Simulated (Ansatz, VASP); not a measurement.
## MnS in VASP and in Ansatz

The input INCAR:

```
SYSTEM = MnS
PREC = Accurate ; ENCUT = 520
EDIFF = 1E-6 ; ISMEAR = 0
SIGMA = 0.05 ; LREAL = .False.
LASPH = .True. ; NELM = 150
ALGO = Normal ; ISIF = 2
LWAVE = .False. ; LCHARG = .True.
ISPIN = 2 ; MAGMOM = 5 0
LORBIT = 11 ; LMAXMIX = 4
GGA = PS ; LELF = .True.
LVHAR = .True. ; NBANDS = 20
```

KPOINTS

```
regular mesh
0
Gamma
  10 10 10
  0 0 0
```

The input POSCAR:

```
MnS
1.0
    0.0000000000      2.8000000000      2.8000000000
    2.8000000000      0.0000000000      2.8000000000
    2.8000000000      2.8000000000      0.0000000000
Mn S
1 1
Direct
    0.0000000000      0.0000000000      0.0000000000
    0.7500000000      0.7500000000      0.7500000000
```

Input for Ansatz:

```yaml
crystal:
  lattice:
    - [0.0, 2.8, 2.8]
    - [2.8, 0.0, 2.8]
    - [2.8, 2.8, 0.0]
  atoms:
    - { symbol: Mn, position: [0.0, 0.0, 0.0], spin: 5.0 }
    - { symbol: S, position: [0.75, 0.75, 0.75] }
basis:
  ecutwfc: 420
  ecutrho_ratio: 4
kpoints:
  mp_grid: { grid: [10, 10, 10] }
hamiltonian:
  xc: pbesol
scf:
  occupations: { method: gaussian, width: 0.05 }
output:
  forces: true
  stress: true
  eigenvalues: true
  populations: true
magnetization:
  spin_polarized: true
```

Alike in both runs: task single point; functional PBEsol; k mesh 10 × 10 × 10; occupations gaussian, width 0.05 eV; collinear spin.

|  | VASP | Ansatz |
| --- | --- | --- |
| version | VASP 6.6.1 | Ansatz 0.2.0 |
| potentials or method | VASP PAW PBE potentials, release 64 (Mn_pv, S), cutoff 520 eV | scalar-relativistic, plane waves, PAW |
| valence electrons in the cell | 19 | 21 |

VASP gave:

* gap on the k mesh at the Fermi level (eV): none
* pressure (GPa): -1.9
* net moment per atom (μB): 2.46
* size of the moment on the site where the two differ most (μB): 4.32

Problem. Which values does Ansatz return?

Solution. gap on the k mesh at the Fermi level (eV): none; pressure (GPa): -2.0; net moment per atom (μB): 2.46; size of the moment on the site where the two differ most (μB): 4.14.

VASP's potentials were made for PBE, not for PBEsol. Site moments also hang on the region over which each program counts them. A gap of «none» marks a metal or a gap that the smearing closes. VASP's potentials hold 19 valence electrons a cell and Ansatz's 21, so a difference there can come from the potentials and not from the codes.
